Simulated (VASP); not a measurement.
Set up this calculation in VASP 6.6.1, as the native input.

```yaml
Task: single point
Functional: PBEsol
Potentials_or_basis: VASP PAW PBE potentials, release 64 (Cu_sv_GW, O)
Cutoff: 700 eV
k_mesh: 9 × 9 × 5
Occupations: fermi-dirac, width 0.05 eV
Spin: no spin polarisation
Dipole_correction: no
Further_INCAR_settings: ALGO = Normal; EDIFF = 1e-06; NBANDS = 33
```

The structure of CuO lies in POSCAR:

```
CuO
1.0
    2.8795009639      0.0000000000      0.0000000000
    0.0390727580      2.8792794796      0.0000000000
    0.0174953863      0.0172449008      5.1763391994
Cu O
2 2
Direct
    0.0000000000      0.5000000000      0.0000000000
    0.5000000000      0.0000000000      0.5000000000
    0.9984239700      0.0016717800      0.7498871000
    0.0015760300      0.9983282200      0.2501129000
```

These files were run (other wordings do the same):

INCAR

```
SYSTEM = CuO
PREC     = Accurate       ! precision mode
ENCUT    = 700            ! plane-wave cutoff, eV
EDIFF    = 1E-6           ! SCF threshold, eV
ISMEAR   = -1             ! smearing method
SIGMA    = 0.05           ! smearing width, eV
LREAL    = .False.        ! projectors in reciprocal space
LASPH    = .True.         ! aspherical terms in the spheres
NELM     = 120            ! most SCF steps
ALGO     = Normal         ! electronic algorithm
ISIF     = 2              ! what is computed and relaxed
LWAVE    = .False.        ! write WAVECAR
LCHARG   = .False.        ! write CHGCAR
GGA      = PS             ! functional
NBANDS   = 33             ! bands
GGA_COMPAT= .False.
```

KPOINTS

```
regular mesh
0
Gamma
  9 9 5
  0 0 0
```

Potentials or basis: VASP PAW PBE potentials, release 64 (Cu_sv_GW, O).

Run with:

```bash
$ cat potpaw_PBE.64/Cu_sv_GW/POTCAR potpaw_PBE.64/O/POTCAR > POTCAR
$ mpirun -np 1 vasp_std > vasp.out
```

It gave:

```json
{"Pressure": "-4.5 GPa", "Largest force": "0.012 eV/Å", "Band gap on the k mesh": "zero (bands 25 and 26 overlap by 0.95 eV)"}
```

Caveat: the cell stands under tension; the PAW data sets were made with another functional, which shifts forces and pressure a little; semilocal functionals often make such compounds metallic where correlation or magnetic order opens a gap, which also shifts bond lengths.

Run time: 6 min on 1 thread of Intel(R) Xeon(R) Platinum 8488C (Sapphire Rapids), with other jobs on the host, peak memory 0.52 GiB.
